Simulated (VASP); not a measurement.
# CdSiP2 (I-42d) in VASP: notebook

CdSiP2 is run at these levels: PBE, r2SCAN; tasks: single point.

All numbers are computed with VASP 6.6.1; they aren't measurements. Logs are shortened: lines on timing, memory, paths and dates and some standing lists are left out, and cuts for length are marked.

### 1 The cell of the first run

It takes space group I-42d (No. 122, tetragonal). The conventional cell has a = 5.837 Å, b = 5.837 Å, c = 10.787 Å, α = 90.00°, β = 90.00°, γ = 90.00°. Within 3.5 Å of Cd (site symmetry -4) lie 4 P at 2.63 Å. Si (site symmetry -4) has 4 P at 2.32 Å within 3.1 Å. P (site symmetry 2) has 2 Si at 2.32 Å and 2 Cd at 2.63 Å within 3.1 Å.

### 2 Single point, PBE (22.97 Å³/atom)

The input, INCAR:

```
SYSTEM = CdSiP2
PREC = Accurate
ENCUT = 500
EDIFF = 1E-6
ISMEAR = 0
SIGMA = 0.01
LREAL = .False.
LASPH = .True.
NELM = 120
ALGO = Normal
ISIF = 2
LWAVE = .False.
LCHARG = .False.
GGA = PE
NBANDS = 36
GGA_COMPAT = .False.
```

The input, KPOINTS:

```
regular mesh
0
Gamma
  6 6 6
  0 0 0
```

The input, POSCAR:

```
CdSiP2
1.0
   -2.9183854211      2.9183854211      5.3934818477
    2.9183854211     -2.9183854211      5.3934818477
    2.9183854211      2.9183854211     -5.3934818477
Cd Si P
2 2 4
Direct
    0.7500000000      0.2500000000      0.5000000000
    0.0000000000      0.0000000000      0.0000000000
    0.5000000000      0.5000000000      0.0000000000
    0.2500000000      0.7500000000      0.5000000000
    0.8750000000      0.8293936402      0.4543936402
    0.1706063598      0.6250000000      0.0456063598
    0.3750000000      0.4206063598      0.5456063598
    0.5793936402      0.1250000000      0.9543936402
```

Potentials or basis: VASP PAW PBE potentials, release 64 (Cd, Si, P).

On the command line:

```console
> cat potpaw_PBE.64/Cd/POTCAR potpaw_PBE.64/Si/POTCAR potpaw_PBE.64/P/POTCAR > POTCAR
> mpirun -np 1 vasp_std > vasp.out
```

OUTCAR:

```text
SYSTEM = CdSiP2
   PREC = Accurate
   ENCUT = 500
   EDIFF = 1E-6
   ISMEAR = 0
   LREAL = .False.
   LASPH = .True.
   NELM = 120
   ISIF = 2
   GGA = PE

 ion  position               nearest neighbor table
   1  0.750  0.250  0.500-   6 2.63   5 2.63   7 2.63   8 2.63
   2  0.000  0.000  0.000-   7 2.63   6 2.63   8 2.63   5 2.63
   3  0.500  0.500  0.000-   5 2.32   6 2.32   7 2.32   8 2.32
   4  0.250  0.750  0.500-   5 2.32   6 2.32   7 2.32   8 2.32
   5  0.875  0.829  0.454-   3 2.32   4 2.32   2 2.63   1 2.63
   6  0.171  0.625  0.046-   3 2.32   4 2.32   2 2.63   1 2.63
   7  0.375  0.421  0.546-   3 2.32   4 2.32   1 2.63   2 2.63
   8  0.579  0.125  0.954-   3 2.32   4 2.32   1 2.63   2 2.63

  LATTYP: Found a body centered tetragonal cell.
 ALAT       =     5.8367708422
 C/A-ratio  =     1.8481047118

  Lattice vectors:

 A1 = (  -2.9183854211,   2.9183854211,   5.3934818477)
 A2 = (   2.9183854211,  -2.9183854211,   5.3934818477)
 A3 = (   2.9183854211,   2.9183854211,  -5.3934818477)

Analysis of symmetry for initial positions (statically):
=====================================================================
 Subroutine PRICEL returns:
 Original cell was already a primitive cell.

 Routine SETGRP: Setting up the symmetry group for a
 body centered tetragonal supercell.

 Subroutine GETGRP returns: Found  8 space group operations
 (whereof  4 operations were pure point group operations)
 out of a pool of 16 trial point group operations.

The static configuration has the point symmetry S_4 .
 The point group associated with its full space group is D_2d.

Analysis of symmetry for dynamics (positions and initial velocities):
=====================================================================
 Subroutine PRICEL returns:
 Original cell was already a primitive cell.

 Routine SETGRP: Setting up the symmetry group for a
 body centered tetragonal supercell.

 Subroutine GETGRP returns: Found  8 space group operations
 (whereof  4 operations were pure point group operations)
 out of a pool of 16 trial point group operations.

The dynamic configuration has the point symmetry S_4 .
 The point group associated with its full space group is D_2d.

 Subroutine INISYM returns: Found  8 space group operations
 (whereof  4 operations are pure point group operations),
 and found     1 'primitive' translations

----------------------------------------------------------------------------------------

                                     Primitive cell

  volume of cell :     183.7446

  direct lattice vectors                    reciprocal lattice vectors
    -2.918385421  2.918385421  5.393481848     0.000000000  0.171327610  0.092704493
     2.918385421 -2.918385421  5.393481848     0.171327610  0.000000000  0.092704493
     2.918385421  2.918385421 -5.393481848     0.171327610  0.171327610  0.000000000

  length of vectors
     6.791435296  6.791435296  6.791435296     0.194800598  0.194800598  0.242293830

  position of ions in fractional coordinates (direct lattice)
     0.750000000  0.250000000  0.500000000
     0.000000000  0.000000000  0.000000000
     0.500000000  0.500000000  0.000000000
     0.250000000  0.750000000  0.500000000
     0.875000000  0.829393640  0.454393640
     0.170606360  0.625000000  0.045606360
     0.375000000  0.420606360  0.545606360
     0.579393640  0.125000000  0.954393640

  ion indices of the primitive-cell ions
   primitive index   ion index
                 1           1
                 2           2
                 3           3
                 4           4
                 5           5
                 6           6
                 7           7
                 8           8

----------------------------------------------------------------------------------------

 KPOINTS: regular mesh

Automatic generation of k-mesh.
 Grid dimensions read from file:
 generate k-points for:    6    6    6

 Generating k-lattice:

  Cartesian coordinates                     Fractional coordinates (reciprocal lattice)
     0.000000000  0.028554602  0.015450749     0.166666667  0.000000000  0.000000000
     0.028554602  0.000000000  0.015450749     0.000000000  0.166666667  0.000000000
     0.028554602  0.028554602  0.000000000     0.000000000  0.000000000  0.166666667

  Length of vectors
     0.032466766  0.032466766  0.040382305

  Shift w.r.t. Gamma in fractional coordinates (k-lattice)
     0.000000000  0.000000000  0.000000000

 Subroutine IBZKPT returns following result:
 ===========================================

 Found     30 irreducible k-points:

 Following reciprocal coordinates:
            Coordinates               Weight
  0.000000  0.000000  0.000000      1.000000
  0.166667  0.000000  0.000000      8.000000
  0.333333 -0.000000  0.000000      8.000000
  0.500000  0.000000 -0.000000      4.000000
  0.166667  0.166667  0.000000      8.000000
  0.333333  0.166667  0.000000     16.000000
[... 16 lines left out ...]
 -0.333333 -0.333333  0.166667      8.000000
 -0.166667 -0.333333  0.166667      8.000000
 [... further k-points ...]
   k-points           NKPTS =     30   k-points in BZ     NKDIM =     30   number of bands    NBANDS=     36
   number of dos      NEDOS =    301   number of ions     NIONS =      8
   total plane-waves  NPLWV = 125000
   dimension x,y,z NGX =    50 NGY =   50 NGZ =   50
   dimension x,y,z NGXF=   100 NGYF=  100 NGZF=  100
   ions per type =               2   2   4
   NGX,Y,Z   is equivalent  to a cutoff of  12.24, 12.24, 12.24 a.u.
   NGXF,Y,Z  is equivalent  to a cutoff of  24.48, 24.48, 24.48 a.u.
 SYSTEM =  CdSiP2
   PREC   = accura    normal or accurate (medium, high low for compatibility)
   ISTART =      0    job   : 0-new  1-cont  2-samecut
   ICHARG =      2    charge: 1-file 2-atom 10-const
   ISPIN  =      1    spin polarized calculation?
   LNONCOLLINEAR =      F non collinear calculations
   LSORBIT =      F    spin-orbit coupling
   LASPH  =      T    aspherical Exc in radial PAW
   ENCUT  =  500.0 eV  36.75 Ry    6.06 a.u.  12.38 12.38 12.38*2*pi/ulx,y,z
   NELM   =    120;   NELMIN=  2; NELMDL= -5     # of ELM steps
   EDIFF  = 0.1E-05   stopping-criterion for ELM
   LREAL  =      F    real-space projection
   EDIFFG = 0.1E-04   stopping-criterion for IOM
   NSW    =      0    number of steps for IOM
   IBRION =     -1    ionic relax: 0-MD 1-quasi-New 2-CG
   NFREE  =      0    steps in history (QN), initial steepest desc. (CG)
   ISIF   =      2    stress and relaxation
   ISYM   =      2    0-nonsym 1-usesym 2-fastsym
   POTIM  = 0.5000    time-step for ionic-motion
   TEBEG  =    0.0;   TEEND  =   0.0 temperature during run
   PSTRESS=    0.0 pullay stress
   NELECT =      52.0000    total number of electrons
   NUPDOWN=      -1.0000    fix difference up-down
   EMIN   =  10.00;   EMAX   =-10.00  energy-range for DOS
   EFERMI =   0.00;   METHOD = LEGACY
   ISMEAR =     0;   SIGMA  =   0.01  broadening in eV -4-tet -1-fermi 0-gaus
   EFERMI_NEDOS =   21; number of points for ismear=-14 and -15
   IALGO  =     38    algorithm
   IMIX   =      4    mixing-type and parameters
     AMIX     =   0.40;   BMIX     =  1.00
     AMIX_MAG =   1.60;   BMIX_MAG =  1.00
  volume/ion in A,a.u.               =      22.97       155.00
  Fermi-wavevector in a.u.,A,eV,Ry     =   1.074825  2.031125 15.718115  1.155249
  Thomas-Fermi vector in A             =   2.210664
   LORBIT       =      0    0 simple, 1 ext, 2 COOP (PROOUT), +10 PAW based schemes
   GGA     = PE    functional components
   LHFCALC =     F    Hartree Fock is set to
   AEXX    =    0.0000 exact exchange contribution
   IVDW    =     0    specifies the selected vdW correction
   LEPSILON=     F    determine dielectric tensor
   LRPA    =     F    only Hartree local field effects (RPA)
 non-spin polarized calculation
 Gauss-broadening in eV      SIGMA  =   0.01
  energy-cutoff  :      500.00
  volume of cell :      183.74
 maximum number of plane-waves:      4694
 NGX is ok and might be reduce to    50
   NGX = 25   NGY = 25   NGZ = 25

 number of electron      51.9999989 magnetization

 Free energy of the ion-electron system (eV)
  ---------------------------------------------------
  ext. energy  EPLUGINS =         0.00000000
  ---------------------------------------------------
  free energy    TOTEN  =       -35.46129784 eV

  energy without entropy =      -35.46129784  energy(sigma->0) =      -35.46129784

 E-fermi :   3.3635     XC(G=0):  -9.2710

 val. band max:        3.3102075636   @ k =   0.0000   0.0000   0.0000
 cond. band min:       4.6454177371   @ k =   0.0000   0.0000   0.0000
 fundamental gap:      1.3352101735
 Fermi energy:         3.3634996203

 k-point     1 :       0.0000    0.0000    0.0000
  band No.  band energies     occupation
      1      -8.8539      2.00000
      2      -6.5849      2.00000
      3      -6.5716      2.00000
      4      -6.5716      2.00000
      5      -5.0979      2.00000
      6      -4.6366      2.00000
[... 28 lines left out ...]
     35       8.2435      0.00000
     36       8.6721      0.00000

 k-point     2 :       0.1667    0.0000    0.0000
  band No.  band energies     occupation
      1      -8.7627      2.00000
      2      -6.7980      2.00000
      3      -6.6077      2.00000
      4      -6.5933      2.00000
      5      -4.9807      2.00000
      6      -4.6449      2.00000
[... 28 lines left out ...]
     35       8.3334      0.00000
     36       8.7272      0.00000

 k-point     3 :       0.3333   -0.0000    0.0000
  band No.  band energies     occupation
      1      -8.5230      2.00000
      2      -7.2313      2.00000
      3      -6.6704      2.00000
      4      -6.6272      2.00000
      5      -4.8364      2.00000
      6      -4.6920      2.00000
[... 28 lines left out ...]
     35       8.3463      0.00000
     36       9.0990      0.00000

 k-point     4 :       0.5000    0.0000   -0.0000
  band No.  band energies     occupation
      1      -8.3352      2.00000
      2      -7.4977      2.00000
      3      -6.7001      2.00000
      4      -6.6449      2.00000
      5      -4.7933      2.00000
      6      -4.7008      2.00000
[... 28 lines left out ...]
     35       8.2279      0.00000
     36       8.5337      0.00000

 k-point     5 :       0.1667    0.1667    0.0000
  band No.  band energies     occupation
      1      -8.6317      2.00000
      2      -7.0592      2.00000
      3      -6.6422      2.00000
      4      -6.6167      2.00000
      5      -4.8853      2.00000
      6      -4.6709      2.00000
[... 655 lines left out ...]
 k-point    22 :      -0.1667    0.5000    0.1667
  band No.  band energies     occupation
      1      -8.3228      2.00000
      2      -7.5381      2.00000
      3      -6.7415      2.00000
      4      -6.6026      2.00000
      5      -4.8185      2.00000
      6      -4.7171      2.00000
[... 28 lines left out ...]
     35       8.2813      0.00000
     36       8.4381      0.00000

 k-point    23 :      -0.3333   -0.3333    0.1667
  band No.  band energies     occupation
      1      -8.3788      2.00000
      2      -7.5091      2.00000
      3      -6.6522      2.00000
      4      -6.6392      2.00000
      5      -4.8274      2.00000
      6      -4.6897      2.00000
[... 28 lines left out ...]
     35       8.2943      0.00000
     36       8.8941      0.00000

 k-point    24 :      -0.1667   -0.3333    0.1667
  band No.  band energies     occupation
      1      -8.5830      2.00000
      2      -7.2231      2.00000
      3      -6.6313      2.00000
      4      -6.5885      2.00000
      5      -4.8869      2.00000
      6      -4.6544      2.00000
[... 28 lines left out ...]
     35       7.9513      0.00000
     36       8.6007      0.00000

 [... further k-points ...]

------------------------ aborting loop because EDIFF is reached ----------------------------------------

  FORCE on cell =-STRESS in cart. coord.  units (eV):
  Direction    XX          YY          ZZ          XY          YZ          ZX
  --------------------------------------------------------------------------------------
  -------------------------------------------------------------------------------------
  Total       -4.4212704     -4.4212704     -4.1965254      0.0000000     -0.0000000      0.0000000
  in kB      -38.5516663    -38.5516663    -36.5919815      0.0000000     -0.0000000      0.0000000
  external PRESSURE =     -37.8984381 kB  Pullay stress =       0.0000000 kB

 VOLUME and BASIS-vectors are now :
 -----------------------------------------------------------------------------
  energy-cutoff  :      500.00
  volume of cell :      183.74
      direct lattice vectors                 reciprocal lattice vectors
    -2.918385421  2.918385421  5.393481848     0.000000000  0.171327610  0.092704493
     2.918385421 -2.918385421  5.393481848     0.171327610  0.000000000  0.092704493
     2.918385421  2.918385421 -5.393481848     0.171327610  0.171327610  0.000000000

 POSITION                                       TOTAL-FORCE (eV/Angst)
 -----------------------------------------------------------------------------------
      0.00000      2.91839      2.69674         0.000000      0.000000      0.000000
      0.00000      0.00000      0.00000         0.000000      0.000000     -0.000000
      0.00000      0.00000      5.39348         0.000000      0.000000     -0.000000
      2.91839      0.00000      2.69674         0.000000      0.000000     -0.000000
      1.19300      1.45919      6.74185        -0.115103      0.000000     -0.000000
      1.45919     -1.19300      4.04511         0.000000      0.115103      0.000000
      1.72539      1.45919      1.34837         0.115103      0.000000      0.000000
      1.45919      4.11138     -1.34837         0.000000     -0.115103     -0.000000
 -----------------------------------------------------------------------------------
    total drift:                                0.000001      0.000001      0.000000

  FREE ENERGIE OF THE ION-ELECTRON SYSTEM (eV)
  ---------------------------------------------------
  free  energy   TOTEN  =       -35.4612978418 eV

  energy  without entropy=      -35.4612978418  energy(sigma->0) =      -35.46129784
```

It took 8 min on 1 thread of Oxide Virtual Turin-like, shared host; peak memory 0.41 GiB.

What came out:

```
Free energy            : -35.4613 eV
Pressure               : -3.8 GPa
Largest force          : 0.115 eV/Å
Band gap on the k mesh : 1.34 eV
```

Forces in eV/Å, atoms in the order of the input:
```
Cd   0.000  0.000  0.000
Cd   0.000  0.000  0.000
Si   0.000  0.000  0.000
Si   0.000  0.000  0.000
P   -0.115  0.000  0.000
P    0.000  0.115  0.000
P    0.115  0.000  0.000
P    0.000 -0.115  0.000
```

Caveat: the cell stands under tension. A k mesh can miss the band edges.

(Part 1 of 2 ends here.)
